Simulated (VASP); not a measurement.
A run of VASP 6.6.1 is set up as follows.

File INCAR:

```
SYSTEM = Sc2B5F
ALGO = Normal ; EDIFF = 1E-6
ENCUT = 520 ; GGA = PE
ISIF = 2 ; ISMEAR = 0
LASPH = .True. ; LCHARG = .True.
LELF = .True. ; LREAL = .False.
LVHAR = .True. ; LWAVE = .False.
NBANDS = 32 ; NELM = 100
PREC = Accurate ; SIGMA = 0.1
```

The input KPOINTS:

```
k-points
0
Gamma
  6 6 4
  0 0 0
```

POSCAR

```
Sc2B5F
1.0
    4.4425578092     -0.0000000031      0.0000000000
   -2.2212789019      3.8473679221      0.0000000000
    0.0000000000      0.0000000000      6.3089091280
Sc B F
2 5 1
Direct
    0.6666666667      0.3333333333      0.0000000000
    0.0000000000      0.0000000000      0.5000000000
    0.0000000000      0.0000000000      0.8677193779
    0.0000000000      0.0000000000      0.1322806221
    0.2077682589      0.7922317411      0.0000000000
    0.2077682589      0.4155365179      0.0000000000
    0.5844634821      0.7922317411      0.0000000000
    0.3333333333      0.6666666667      0.5000000000
```

Potentials or basis: VASP PAW PBE potentials, release 64 (Sc_sv, B, F).

The run is started by

```sh
$ cat potpaw_PBE.64/Sc_sv/POTCAR potpaw_PBE.64/B/POTCAR potpaw_PBE.64/F/POTCAR > POTCAR
$ mpirun -np 1 vasp_std > vasp.out
```

**Question.** What does it give for the band gap on the k mesh?

**Answer.** Zero (bands 22 and 23 overlap by 0.36 eV).

**Question.** Predict the largest force.

**Answer.** 0.005 eV/Å.

Stress tensor (GPa, compression positive):
```
0.26 0.00 0.00
0.00 0.26 0.00
0.00 0.00 0.04
```
